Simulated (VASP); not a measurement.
A run of VASP 6.6.1 is set up as follows.

Contents of INCAR:

```
ALGO = Normal ; EDIFF = 1E-7
ENCUT = 520 ; GGA = PS
ISIF = 2 ; ISMEAR = 0
LASPH = True ; LCHARG = True
LELF = True ; LREAL = False
LVHAR = True ; LWAVE = False
NBANDS = 44 ; NELM = 60
PREC = Accurate ; SIGMA = 0.1
```

Contents of KPOINTS:

```
k-points
0
Gamma
  10 10 8
```

Contents of POSCAR:

```
CuO
1.0
    4.2094755985      0.0000000000      0.0000000000
    0.0000000000      4.2109264380      0.0000000000
    0.0000000000      0.0000000000      4.7867289365
Cu O
4 4
Direct
    0.2500000000      0.2500000000      0.5000000000
    0.2500000000      0.7500000000      0.0000000000
    0.7500000000      0.7500000000      0.5000000000
    0.7500000000      0.2500000000      0.0000000000
    0.5000000000      0.0000000000      0.7500000000
    0.5000000000      0.0000000000      0.2500000000
    0.0000000000      0.5000000000      0.7500000000
    0.0000000000      0.5000000000      0.2500000000
```

Potentials or basis: VASP PAW PBE potentials, release 64 (Cu, O).

The run is started by

```sh
$ cat potpaw_PBE.64/Cu/POTCAR potpaw_PBE.64/O/POTCAR > POTCAR
$ mpirun -np 1 vasp_std > vasp.out
```

**Question.** Estimate the band gap on the k mesh.

**Answer.** Zero (band 34 reaches 6.20 eV, above the bottom of band 35 at 4.88 eV).

**Question.** What does it give for the pressure?

**Answer.** 5.8 GPa.

Stress tensor (GPa, compression positive):
```
 0.77  0.00  0.00
 0.00  0.76  0.00
 0.00  0.00 15.90
```

Caveat: the cell differs from its parent crystal (uniaxial strain along c: -6.0 %, then relaxed in part); the PAW data sets were made with another functional, which shifts forces and pressure a little; semilocal functionals often make such compounds metallic where correlation or magnetic order opens a gap, which also shifts bond lengths.
